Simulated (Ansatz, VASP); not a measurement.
**One calculation of Na5ZrO2, two programs**

File INCAR:

```
PREC = Accurate
ENCUT = 600
EDIFF = 1E-6
ISMEAR = 0
SIGMA = 0.1
LREAL = False
LASPH = True
NELM = 60
ALGO = Normal
ISIF = 3
LWAVE = False
LCHARG = False
GGA = PE
IBRION = 2
NSW = 100
EDIFFG = -0.01
```

The input KPOINTS:

```
regular mesh
0
Gamma
  8 8 4
```

Contents of POSCAR:

```
Na5ZrO2
1.0
    4.1890004910      0.0000000000      0.0000000000
    0.0000000000      4.1890004910      0.0000000000
    0.0000000000      0.0000000000     14.1516499797
Na Zr O
5 1 2
Direct
    0.5000000000      0.5000000000      0.0000000000
    0.0000000000      0.0000000000      0.6226285242
    0.0000000000      0.0000000000      0.3773714758
    0.5000000000      0.5000000000      0.7751224198
    0.5000000000      0.5000000000      0.2248775802
    0.0000000000      0.0000000000      0.0000000000
    0.0000000000      0.5000000000     -0.0208336397
    0.5000000000      0.0000000000      1.0208336397
```

Input for Ansatz:

```yaml
crystal:
  lattice:
    - [4.189000491, 0.0, 0.0]
    - [0.0, 4.189000491, 0.0]
    - [0.0, 0.0, 14.1516499797]
  atoms:
    - { symbol: Na, position: [0.5, 0.5, 0.0] }
    - { symbol: Na, position: [0.0, 0.0, 0.6226285242] }
    - { symbol: Na, position: [0.0, 0.0, 0.3773714758] }
    - { symbol: Na, position: [0.5, 0.5, 0.7751224198] }
    - { symbol: Na, position: [0.5, 0.5, 0.2248775802] }
    - { symbol: Zr, position: [0.0, 0.0, 0.0] }
    - { symbol: O, position: [0.0, 0.5, -0.0208336397] }
    - { symbol: O, position: [0.5, 0.0, 1.0208336397] }
basis:
  ecutwfc: 420
kpoints:
  mp_grid: { grid: [8, 8, 4] }
hamiltonian:
  xc: pbe
scf:
  occupations: { method: gaussian, width: 0.1 }
output:
  forces: true
  stress: true
  eigenvalues: true
relax:
  adjacent_minimum: "off"
  f_tol: 0.01
  max_steps: 80
  cell: { stress_tol: 0.05 }
```

Alike in both runs: task relaxation of cell and atoms; functional PBE; k mesh 8 × 8 × 4; occupations gaussian, width 0.1 eV; no spin polarisation.

|  | VASP | Ansatz |
| --- | --- | --- |
| version | VASP 6.6.1 | Ansatz 0.2.0 |
| potentials or method | VASP PAW PBE potentials, release 64 (Na_pv, Zr_sv, O), cutoff 600 eV | scalar-relativistic, plane waves, PAW |
| valence electrons in the cell | 59 | 69 |

Ansatz gave:

| Quantity | Value |
| --- | --- |
| gap on the k mesh at the Fermi level, each at its own relaxed structure (eV) | none |
| relaxed volume (Å³/atom) | 31.04 |
| relaxed length of the cell vector where the two differ most in proportion (Å) | 4.189 |

**Question.** Which values does VASP return?

**Answer.** gap on the k mesh at the Fermi level, each at its own relaxed structure (eV): none; relaxed volume (Å³/atom): 31.08; relaxed length of the cell vector where the two differ most in proportion (Å): 4.192.

A gap of «none» marks a metal or a gap that the smearing closes. VASP's potentials hold 59 valence electrons a cell and Ansatz's 69, so a difference there can come from the potentials and not from the codes.
